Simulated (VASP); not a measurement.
Here is a VASP 6.6.1 calculation.

Contents of POSCAR:

```
Ge
1.0
    0.0000000000      2.8251092816      2.8251092816
    2.8251092816      0.0000000000      2.8251092816
    2.8251092816      2.8251092816      0.0000000000
Ge
2
Direct
    0.5000000000      0.5000000000      0.5000000000
    0.7500000000      0.7500000000      0.7500000000
```

File INCAR.step1:

```
SYSTEM = Ge
ALGO = Normal ; EDIFF = 1E-5
ENCUT = 550 ; GGA = PE
GGA_COMPAT = .False. ; ISMEAR = 0
LASPH = .True. ; LCHARG = .False.
LREAL = .False. ; LWAVE = .True.
NBANDS = 21 ; NELM = 120
PREC = Accurate ; SIGMA = 0.02
```

The input INCAR.step2:

```
SYSTEM = Ge
ALGO = Normal ; EDIFF = 1E-6
ENCUT = 550 ; GGA_COMPAT = .False.
ISIF = 2 ; ISMEAR = 0
ISTART = 1 ; LASPH = .True.
LCHARG = .True. ; LELF = .True.
LMIXTAU = .True. ; LREAL = .False.
LVHAR = .True. ; LWAVE = .False.
METAGGA = R2SCAN ; NBANDS = 21
NELM = 120 ; PREC = Accurate
SIGMA = 0.02
```

KPOINTS

```
k-points
0
Gamma
  12 12 12
  0 0 0
```

Potentials or basis: VASP PAW PBE potentials, release 64 (Ge_d).

Launch:

```bash
$ cat potpaw_PBE.64/Ge_d/POTCAR > POTCAR
$ cp INCAR.step1 INCAR
$ mpirun -np 1 vasp_std > vasp.out
$ cp INCAR.step2 INCAR
$ mpirun -np 1 vasp_std > vasp.out
```

Task: Estimate the pressure.

Result: 1.1 GPa.

Task: Estimate the band gap on the k mesh.

Result: 0.44 eV, direct.

Caveat: the PAW data sets were made with another functional, which shifts forces and pressure a little. r2SCAN opens gaps a little over a GGA but as a rule still falls short of measured ones.
